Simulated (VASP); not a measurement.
Runs of VASP 6.6.1 on ZrB2. The structure is that of space group P6/mmm (No. 191), or close to it. The cells are those of the table. 

```csv
cell,gap on the mesh (eV),pressure (GPa)
"a = 3.133, b = 3.133, c = 3.314 Å, angles 90.0, 90.0, 120.0°, 3 atoms",none,15.1
"a = 3.039, b = 3.039, c = 3.431 Å, angles 90.0, 90.0, 120.0°, 3 atoms",none,(d)
"a = 3.227, b = 3.226, c = 3.314 Å, angles 90.0, 90.0, 120.0°, 3 atoms",none,-1.9
"a = 3.101, b = 3.101, c = 3.314 Å, angles 90.0, 90.0, 120.0°, 3 atoms",none,21.9
"a = 3.195, b = 3.195, c = 3.431 Å, angles 90.0, 90.0, 120.0°, 3 atoms",none,-5.6
"a = 3.039, b = 3.039, c = 3.314 Å, angles 90.0, 90.0, 120.0°, 3 atoms",none,(a)
"a = 3.070, b = 3.070, c = 3.431 Å, angles 90.0, 90.0, 120.0°, 3 atoms",none,17.4
"a = 3.039, b = 3.039, c = 3.373 Å, angles 90.0, 90.0, 120.0°, 3 atoms",none,30.5
"a = 3.101, b = 3.101, c = 3.547 Å, angles 90.0, 90.0, 120.0°, 3 atoms",none,1.9
"a = 3.227, b = 3.226, c = 3.373 Å, angles 90.0, 90.0, 120.0°, 3 atoms",none,(c)
"a = 3.195, b = 3.195, c = 3.373 Å, angles 90.0, 90.0, 120.0°, 3 atoms",none,-1.4
"a = 3.039, b = 3.039, c = 3.663 Å, angles 90.0, 90.0, 120.0°, 3 atoms",none,(b)
```

Alike in all rows: task single point; level LDA; potentials or basis VASP PAW LDA potentials, release 64 (Zr_sv, B); no spin polarisation; k mesh 15 × 15 × 12; cutoff (eV) 520; smearing gaussian 0.15 eV.

**Question.** Fill in the values left out.

**Answer.** (a) 37.1; (b) 5.4; (c) -6.2; (d) 24.5.

Caveats: the cell stands under pressure (at least some runs); the cell stands under tension (at least some runs).

A k mesh can miss the band edges, and the runs leave out spin-orbit coupling on Zr.

A gap of «none» marks levels without a gap at the run's occupations.
